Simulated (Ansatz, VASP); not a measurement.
**One calculation of Ti, two programs**

INCAR

```
PREC     = Accurate       # precision mode
ENCUT    = 520            # plane-wave cutoff, eV
EDIFF    = 1E-6           # SCF threshold, eV
ISMEAR   = -1             # smearing method
SIGMA    = 0.1            # smearing width, eV
LREAL    = F              # projectors in reciprocal space
LASPH    = T              # aspherical terms in the spheres
NELM     = 80             # most SCF steps
ALGO     = Normal         # electronic algorithm
ISIF     = 2              # what is computed and relaxed
LWAVE    = F              # write WAVECAR
LCHARG   = F              # write CHGCAR
GGA      = PS             # functional
NBANDS   = 12             # bands
```

The input KPOINTS:

```
Automatic mesh
0
Gamma
  16 16 16
```

File POSCAR:

```
Ti
1.0
    0.0000000000      1.6109056404      1.6109056404
    1.6109056404      0.0000000000      1.6109056404
    1.6109056404      1.6109056404      0.0000000000
Ti
1
Direct
    0.0000000000      0.0000000000      0.0000000000
```

Input for Ansatz:

```yaml
crystal:
  lattice:
    - [0.0, 1.6109056404, 1.6109056404]
    - [1.6109056404, 0.0, 1.6109056404]
    - [1.6109056404, 1.6109056404, 0.0]
  atoms:
    - { symbol: Ti, position: [0.0, 0.0, 0.0] }
kpoints:
  mp_grid: { grid: [16, 16, 16] }
scf:
  occupations: { method: fermi_dirac, width: 0.1 }
hamiltonian:
  xc: pbesol
  pseudopotentials: { kind: all_electron, lapw: { basis_error: 0.001 } }
output:
  forces: true
  stress: true
  eigenvalues: true
  populations: true
```

Change from the starting cell: volume scaled by 0.5, LAPW.

Alike in both runs: task single point; functional PBEsol; k mesh 16 × 16 × 16; occupations fermi-dirac, width 0.1 eV; no spin polarisation.

```csv
,VASP,Ansatz
version,VASP 6.6.1,Ansatz 0.2.0
potentials or method,"VASP PAW PBE potentials, release 64 (Ti_sv), cutoff 520 eV","all-electron LAPW, scalar-relativistic"
```

|  | VASP | Ansatz | Ansatz less VASP |
| --- | --- | --- | --- |
| pressure (GPa) | 230.4 | 228.8 | -1.58 |

VASP's potentials were made for PBE, not for PBEsol. Both programs put the cell under a high pressure, so it lies far from rest at this level. Ansatz ran all-electron here, and VASP with PAW potentials.

Noted on VASP's run: the cell as given lies far from equilibrium.
